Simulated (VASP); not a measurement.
# Zn3GeO (Pm-3m) in VASP: notebook

Runs on Zn3GeO. Level: PBEsol. Tasks: single point, relaxation of cell and atoms.

Everything below comes from runs of VASP 6.6.1. Logs are shortened: lines on timing, memory, paths and dates and some standing lists are left out, and cuts for length are marked.

## (1) The cell of the first run

The structure is cubic, space group Pm-3m (No. 221). Conventional cell: a = 4.156 Å, b = 4.156 Å, c = 4.156 Å, α = 90.00°, β = 90.00°, γ = 90.00°. Zn (site symmetry 4/mmm) has 2 O at 2.08 Å within 2.8 Å. Ge (site symmetry m-3m) has 12 Zn at 2.94 Å and 8 O at 3.60 Å within 3.9 Å. Within 2.8 Å of O (site symmetry m-3m) lie 6 Zn at 2.08 Å.

## (2) Single point, PBEsol

File INCAR:

```
SYSTEM = Zn3GeO
ALGO     = Fast           ! electronic algorithm
EDIFF    = 1E-7           ! SCF threshold, eV
ENCUT    = 520            ! plane-wave cutoff, eV
GGA      = PS             ! functional
ISIF     = 2              ! what is computed and relaxed
ISMEAR   = -1             ! smearing method
LASPH    = .TRUE.         ! aspherical terms in the spheres
LCHARG   = .FALSE.        ! write CHGCAR
LREAL    = .FALSE.        ! projectors in reciprocal space
LWAVE    = .FALSE.        ! write WAVECAR
NBANDS   = 36             ! bands
NELM     = 100            ! most SCF steps
PREC     = Accurate       ! precision mode
SIGMA    = 0.15           ! smearing width, eV
```

File KPOINTS:

```
k-points
0
G
  8 8 8
  0 0 0
```

File POSCAR:

```
Zn3GeO
1.0
    4.1558786382      0.0000000000      0.0000000000
    0.0000000000      4.1558786382      0.0000000000
    0.0000000000      0.0000000000      4.1558786382
Zn Ge O
3 1 1
Direct
    0.5000000000      0.5000000000      0.0000000000
    0.0000000000      0.5000000000      0.5000000000
    0.5000000000      0.0000000000      0.5000000000
    0.0000000000      0.0000000000      0.0000000000
    0.5000000000      0.5000000000      0.5000000000
```

Potentials or basis: VASP PAW PBE potentials, release 64 (Zn, Ge_d, O).

Launch:

```
$ cat potpaw_PBE.64/Zn/POTCAR potpaw_PBE.64/Ge_d/POTCAR potpaw_PBE.64/O/POTCAR > POTCAR
$ mpirun -np 1 vasp_std > vasp.out
```

OUTCAR:

```text
SYSTEM = Zn3GeO
   EDIFF = 1E-7
   ENCUT = 520
   GGA = PS
   ISIF = 2
   ISMEAR = -1
   LASPH = .TRUE.
   LREAL = .FALSE.
   NELM = 100
   PREC = Accurate

 ion  position               nearest neighbor table
   1  0.500  0.500  0.000-   5 2.08   5 2.08   4 2.94   2 2.94   2 2.94   3 2.94   3 2.94   3 2.94
                             4 2.94   3 2.94   2 2.94   4 2.94   2 2.94   4 2.94
   2  0.000  0.500  0.500-   5 2.08   5 2.08   4 2.94   1 2.94   1 2.94   4 2.94   3 2.94   4 2.94
                             4 2.94   1 2.94   3 2.94   3 2.94   1 2.94   3 2.94
   3  0.500  0.000  0.500-   5 2.08   5 2.08   4 2.94   1 2.94   1 2.94   4 2.94   1 2.94   2 2.94
                             2 2.94   1 2.94   2 2.94   4 2.94   4 2.94   2 2.94
   4  0.000  0.000  0.000-   1 2.94   2 2.94   3 2.94   2 2.94   3 2.94   1 2.94   2 2.94   2 2.94
                             1 2.94   3 2.94   3 2.94   1 2.94
   5  0.500  0.500  0.500-   1 2.08   2 2.08   3 2.08   1 2.08   3 2.08   2 2.08

  LATTYP: Found a simple cubic cell.
 ALAT       =     4.1558786382

  Lattice vectors:

 A1 = (   4.1558786382,   0.0000000000,   0.0000000000)
 A2 = (   0.0000000000,   4.1558786382,   0.0000000000)
 A3 = (   0.0000000000,   0.0000000000,   4.1558786382)

Analysis of symmetry for initial positions (statically):
=====================================================================
 Subroutine PRICEL returns:
 Original cell was already a primitive cell.

 Routine SETGRP: Setting up the symmetry group for a
 simple cubic supercell.

 Subroutine GETGRP returns: Found 48 space group operations
 (whereof 48 operations were pure point group operations)
 out of a pool of 48 trial point group operations.

The static configuration has the point symmetry O_h .

Analysis of symmetry for dynamics (positions and initial velocities):
=====================================================================
 Subroutine PRICEL returns:
 Original cell was already a primitive cell.

 Routine SETGRP: Setting up the symmetry group for a
 simple cubic supercell.

 Subroutine GETGRP returns: Found 48 space group operations
 (whereof 48 operations were pure point group operations)
 out of a pool of 48 trial point group operations.

The dynamic configuration has the point symmetry O_h .

 Subroutine INISYM returns: Found 48 space group operations
 (whereof 48 operations are pure point group operations),
 and found     1 'primitive' translations

----------------------------------------------------------------------------------------

                                     Primitive cell

  volume of cell :      71.7775

  direct lattice vectors                    reciprocal lattice vectors
     4.155878638  0.000000000  0.000000000     0.240623003  0.000000000  0.000000000
     0.000000000  4.155878638  0.000000000     0.000000000  0.240623003  0.000000000
     0.000000000  0.000000000  4.155878638     0.000000000  0.000000000  0.240623003

  length of vectors
     4.155878638  4.155878638  4.155878638     0.240623003  0.240623003  0.240623003

  position of ions in fractional coordinates (direct lattice)
     0.500000000  0.500000000  0.000000000
     0.000000000  0.500000000  0.500000000
     0.500000000  0.000000000  0.500000000
     0.000000000  0.000000000  0.000000000
     0.500000000  0.500000000  0.500000000

  ion indices of the primitive-cell ions
   primitive index   ion index
                 1           1
                 2           2
                 3           3
                 4           4
                 5           5

----------------------------------------------------------------------------------------

 KPOINTS: k-points

Automatic generation of k-mesh.
 Grid dimensions read from file:
 generate k-points for:    8    8    8

 Generating k-lattice:

  Cartesian coordinates                     Fractional coordinates (reciprocal lattice)
     0.030077875  0.000000000  0.000000000     0.125000000  0.000000000  0.000000000
     0.000000000  0.030077875  0.000000000     0.000000000  0.125000000  0.000000000
     0.000000000  0.000000000  0.030077875     0.000000000  0.000000000  0.125000000

  Length of vectors
     0.030077875  0.030077875  0.030077875

  Shift w.r.t. Gamma in fractional coordinates (k-lattice)
     0.000000000  0.000000000  0.000000000

 Subroutine IBZKPT returns following result:
 ===========================================

 Found     35 irreducible k-points:

 Following reciprocal coordinates:
            Coordinates               Weight
  0.000000  0.000000  0.000000      1.000000
  0.125000  0.000000  0.000000      6.000000
  0.250000  0.000000  0.000000      6.000000
  0.375000  0.000000  0.000000      6.000000
  0.500000  0.000000  0.000000      3.000000
  0.125000  0.125000  0.000000     12.000000
[... 16 lines left out ...]
  0.375000  0.375000  0.125000     24.000000
  0.500000  0.375000  0.125000     24.000000
 [... further k-points ...]
   k-points           NKPTS =     35   k-points in BZ     NKDIM =     35   number of bands    NBANDS=     36
   number of dos      NEDOS =    301   number of ions     NIONS =      5
   total plane-waves  NPLWV =  32768
   dimension x,y,z NGX =    32 NGY =   32 NGZ =   32
   dimension x,y,z NGXF=    64 NGYF=   64 NGZF=   64
   ions per type =               3   1   1
   NGX,Y,Z   is equivalent  to a cutoff of  12.80, 12.80, 12.80 a.u.
   NGXF,Y,Z  is equivalent  to a cutoff of  25.60, 25.60, 25.60 a.u.
 SYSTEM =  Zn3GeO
   PREC   = accura    normal or accurate (medium, high low for compatibility)
   ISTART =      0    job   : 0-new  1-cont  2-samecut
   ICHARG =      2    charge: 1-file 2-atom 10-const
   ISPIN  =      1    spin polarized calculation?
   LNONCOLLINEAR =      F non collinear calculations
   LSORBIT =      F    spin-orbit coupling
   LASPH  =      T    aspherical Exc in radial PAW
   ENCUT  =  520.0 eV  38.22 Ry    6.18 a.u.   7.73  7.73  7.73*2*pi/ulx,y,z
   NELM   =    100;   NELMIN=  2; NELMDL= -5     # of ELM steps
   EDIFF  = 0.1E-06   stopping-criterion for ELM
   LREAL  =      F    real-space projection
   EDIFFG = 0.1E-05   stopping-criterion for IOM
   NSW    =      0    number of steps for IOM
   IBRION =     -1    ionic relax: 0-MD 1-quasi-New 2-CG
   NFREE  =      0    steps in history (QN), initial steepest desc. (CG)
   ISIF   =      2    stress and relaxation
   ISYM   =      2    0-nonsym 1-usesym 2-fastsym
   POTIM  = 0.5000    time-step for ionic-motion
   TEBEG  =    0.0;   TEEND  =   0.0 temperature during run
   PSTRESS=    0.0 pullay stress
   NELECT =      56.0000    total number of electrons
   NUPDOWN=      -1.0000    fix difference up-down
   EMIN   =  10.00;   EMAX   =-10.00  energy-range for DOS
   EFERMI =   0.00;   METHOD = LEGACY
   ISMEAR =    -1;   SIGMA  =   0.15  broadening in eV -4-tet -1-fermi 0-gaus
   EFERMI_NEDOS =   21; number of points for ismear=-14 and -15
   IALGO  =     68    algorithm
   IMIX   =      4    mixing-type and parameters
     AMIX     =   0.40;   BMIX     =  1.00
     AMIX_MAG =   1.60;   BMIX_MAG =  1.00
  volume/ion in A,a.u.               =      14.36        96.88
  Fermi-wavevector in a.u.,A,eV,Ry     =   1.507097  2.848001 30.903491  2.271343
  Thomas-Fermi vector in A             =   2.617728
   LORBIT       =      0    0 simple, 1 ext, 2 COOP (PROOUT), +10 PAW based schemes
   GGA     = PS    functional components
   LHFCALC =     F    Hartree Fock is set to
   AEXX    =    0.0000 exact exchange contribution
   IVDW    =     0    specifies the selected vdW correction
   LEPSILON=     F    determine dielectric tensor
   LRPA    =     F    only Hartree local field effects (RPA)
 non-spin polarized calculation
 RMM-DIIS sequential band-by-band and
  energy-cutoff  :      520.00
  volume of cell :       71.78
 maximum number of plane-waves:      1956
 NGX is ok and might be reduce to    32
   NGX = 15   NGY = 15   NGZ = 15

 number of electron      55.9999923 magnetization

 Free energy of the ion-electron system (eV)
  ---------------------------------------------------
  ext. energy  EPLUGINS =         0.00000000
  ---------------------------------------------------
  free energy    TOTEN  =       -15.47079647 eV

  energy without entropy =      -15.35238799  energy(sigma->0) =      -15.41159223

 E-fermi :   4.2614     XC(G=0): -11.6430

 val. band max:        4.2565331168   @ k =   0.2500   0.2500   0.0000
 cond. band min:       4.3037871935   @ k =   0.5000   0.1250   0.0000
 fundamental gap:      0.0472540767
 Fermi energy:         4.2613723913

 k-point     1 :       0.0000    0.0000    0.0000
  band No.  band energies     occupation
      1     -19.8316      2.00000
      2     -19.8316      2.00000
      3     -19.8316      2.00000
      4     -19.8304      2.00000
      5     -19.8304      2.00000
      6     -16.2168      2.00000
[... 28 lines left out ...]
     35      12.8805      0.00000
     36      12.8895      0.00000

 k-point     2 :       0.1250    0.0000    0.0000
  band No.  band energies     occupation
      1     -19.8317      2.00000
      2     -19.8317      2.00000
      3     -19.8315      2.00000
      4     -19.8303      2.00000
      5     -19.8297      2.00000
      6     -16.1961      2.00000
[... 28 lines left out ...]
     35      12.4201      0.00000
     36      12.4801      0.00000

 k-point     3 :       0.2500    0.0000    0.0000
  band No.  band energies     occupation
      1     -19.8320      2.00000
      2     -19.8320      2.00000
      3     -19.8315      2.00000
      4     -19.8301      2.00000
      5     -19.8282      2.00000
      6     -16.1457      2.00000
[... 28 lines left out ...]
     35      11.5655      0.00000
     36      12.2671      0.00000

 k-point     4 :       0.3750    0.0000    0.0000
  band No.  band energies     occupation
      1     -19.8323      2.00000
      2     -19.8323      2.00000
      3     -19.8314      2.00000
      4     -19.8300      2.00000
      5     -19.8266      2.00000
      6     -16.0937      2.00000
[... 28 lines left out ...]
     35      11.1629      0.00000
     36      12.1175      0.00000

 k-point     5 :       0.5000    0.0000    0.0000
  band No.  band energies     occupation
      1     -19.8324      2.00000
      2     -19.8324      2.00000
      3     -19.8314      2.00000
      4     -19.8299      2.00000
      5     -19.8260      2.00000
      6     -16.0719      2.00000
[... 655 lines left out ...]
 k-point    22 :       0.5000    0.2500    0.1250
  band No.  band energies     occupation
      1     -19.8335      2.00000
      2     -19.8326      2.00000
      3     -19.8320      2.00000
      4     -19.8281      2.00000
      5     -19.8250      2.00000
      6     -15.9829      2.00000
[... 28 lines left out ...]
     35      11.8454      0.00000
     36      12.5343      0.00000

 k-point    23 :       0.3750    0.3750    0.1250
  band No.  band energies     occupation
      1     -19.8340      2.00000
      2     -19.8324      2.00000
      3     -19.8324      2.00000
      4     -19.8276      2.00000
      5     -19.8246      2.00000
      6     -15.9540      2.00000
[... 28 lines left out ...]
     35      12.1033      0.00000
     36      12.5908      0.00000

 k-point    24 :       0.5000    0.3750    0.1250
  band No.  band energies     occupation
      1     -19.8343      2.00000
      2     -19.8326      2.00000
      3     -19.8324      2.00000
      4     -19.8274      2.00000
      5     -19.8241      2.00000
      6     -15.9327      2.00000
[... 28 lines left out ...]
     35      11.8801      0.00000
     36      12.6220      0.00000

 [... further k-points ...]
[... 5 lines left out ...]
  --------------------------------------------------------------------------------------
  -------------------------------------------------------------------------------------
  Total        0.2212370      0.2212370      0.2212370      0.0000000      0.0000000      0.0000000
  in kB        4.9383268      4.9383268      4.9383268      0.0000000      0.0000000      0.0000000
  external PRESSURE =       4.9383268 kB  Pullay stress =       0.0000000 kB

 VOLUME and BASIS-vectors are now :
 -----------------------------------------------------------------------------
  energy-cutoff  :      520.00
  volume of cell :       71.78
      direct lattice vectors                 reciprocal lattice vectors
     4.155878638  0.000000000  0.000000000     0.240623003  0.000000000  0.000000000
     0.000000000  4.155878638  0.000000000     0.000000000  0.240623003  0.000000000
     0.000000000  0.000000000  4.155878638     0.000000000  0.000000000  0.240623003

 POSITION                                       TOTAL-FORCE (eV/Angst)
 -----------------------------------------------------------------------------------
      2.07794      2.07794      0.00000         0.000000      0.000000      0.000000
      0.00000      2.07794      2.07794         0.000000      0.000000      0.000000
      2.07794      0.00000      2.07794         0.000000      0.000000      0.000000
      0.00000      0.00000      0.00000         0.000000      0.000000      0.000000
      2.07794      2.07794      2.07794         0.000000      0.000000      0.000000
 -----------------------------------------------------------------------------------
    total drift:                                0.000000     -0.000000     -0.000000

  FREE ENERGIE OF THE ION-ELECTRON SYSTEM (eV)
  ---------------------------------------------------
  free  energy   TOTEN  =       -15.4707964666 eV

  energy  without entropy=      -15.3523879850  energy(sigma->0) =      -15.41159223
```

Wall time 100 s (1 thread of Oxide Virtual Turin-like, shared host); peak memory 0.19 GiB.

What came out:

```
Free energy            : -15.4708 eV
Pressure               : 0.5 GPa
Band gap on the k mesh : zero (bands 28 and 29 overlap by 0.77 eV)
```

Caveat: the PAW data sets were made with another functional, which shifts forces and pressure a little.

## (3) Relaxation of cell and atoms, PBEsol

This run uses another cell than the first one, of 14.31 Å³/atom.

File INCAR:

```
  ALGO = Fast
  EDIFF = 1E-6
  EDIFFG = -0.001
  ENCUT = 600
  GGA = PS
  IBRION = 2
  ISIF = 3
  ISMEAR = -1
  LASPH = True
  LCHARG = False
  LREAL = False
  LWAVE = False
  NELM = 100
  NSW = 80
  PREC = Accurate
  SIGMA = 0.15
```

File KPOINTS:

```
k-points
0
Gamma
  8 8 8
```

POSCAR: that of step 2 with these lines changed.

```diff
@@ -2,5 +2,5 @@
 1.0
-    4.1558786382      0.0000000000      0.0000000000
-    0.0000000000      4.1558786382      0.0000000000
-    0.0000000000      0.0000000000      4.1558786382
+    4.1515308221      0.0000000000      0.0000000000
+    0.0000000000      4.1515308221      0.0000000000
+    0.0000000000      0.0000000000      4.1515308221
 Zn Ge O
```

Potentials or basis: VASP PAW PBE potentials, release 64 (Zn, Ge_d, O).

Launch:

```
$ cat potpaw_PBE.64/Zn/POTCAR potpaw_PBE.64/Ge_d/POTCAR potpaw_PBE.64/O/POTCAR > POTCAR
$ mpirun -np 1 vasp_std > vasp.out
```

It took 6.7 min on 1 thread of Oxide Virtual Turin-like, shared host; peak memory 0.24 GiB.

Results (log left out):

```
Free energy                           : -15.4728 eV
Relaxed volume                        : 14.42 Å³/atom
Relaxed cell                          : a = 4.162 Å, b = 4.162 Å, c = 4.162 Å, α = 90.00°, β = 90.00°, γ = 90.00°
Space group after relaxing (to 0.1 Å) : Pm-3m (No. 221)
Energy gained by relaxing             : 0.2 meV/atom
Ionic steps                           : 4
Pressure after relaxing               : 0.0 GPa
Band gap on the k mesh                : zero (bands 28 and 29 overlap by 0.77 eV)
```

The path:
```tsv
step	energy change (eV)	largest force (eV/Å)	pressure (GPa)	volume (Å³)
1	0.0000	0.0000	0.71	71.55
2	-0.0012	0.0000	-0.14	72.21
3	-0.0012	0.0000	-0.02	72.10
4	-0.0012	0.0000	0.01	72.09
```

Final structure:
```
Zn Ge O
1.0
     4.16182    0.00000    0.00000
     0.00000    4.16182    0.00000
     0.00000    0.00000    4.16182
Zn Ge O
3 1 1
Direct
  0.50000 0.50000 0.00000
  0.00000 0.50000 0.50000
  0.50000 0.00000 0.50000
  0.00000 0.00000 0.00000
  0.50000 0.50000 0.50000
```

Levels at points of the mesh, in eV from the Fermi level:
| k point | band 24 | band 25 | band 26 | band 27 | band 28 | band 29 | band 30 | band 31 | band 32 | band 33 |
| --- | --- | --- | --- | --- | --- | --- | --- | --- | --- | --- |
| (0.00, 0.00, 0.00) | -6.57 | -6.37 | -0.54 | -0.54 | -0.54 | -0.40 | -0.02 | -0.02 | 6.87 | 6.87 |
| (0.50, 0.00, 0.00) | -5.61 | -5.04 | -4.48 | -0.09 | -0.09 | 1.24 | 2.20 | 2.56 | 3.89 | 3.89 |
| (0.50, 0.50, 0.00) | -6.17 | -5.10 | -2.08 | -1.56 | -1.56 | 1.42 | 1.87 | 3.34 | 3.34 | 5.24 |
| (0.50, 0.50, 0.50) | -5.11 | -5.11 | -3.85 | -3.85 | -3.85 | 1.63 | 1.63 | 1.63 | 3.86 | 9.28 |

Caveat: the PAW data sets were made with another functional, which shifts forces and pressure a little.

The gap in the log of VASP goes by the Fermi energy; the results here count the filled bands.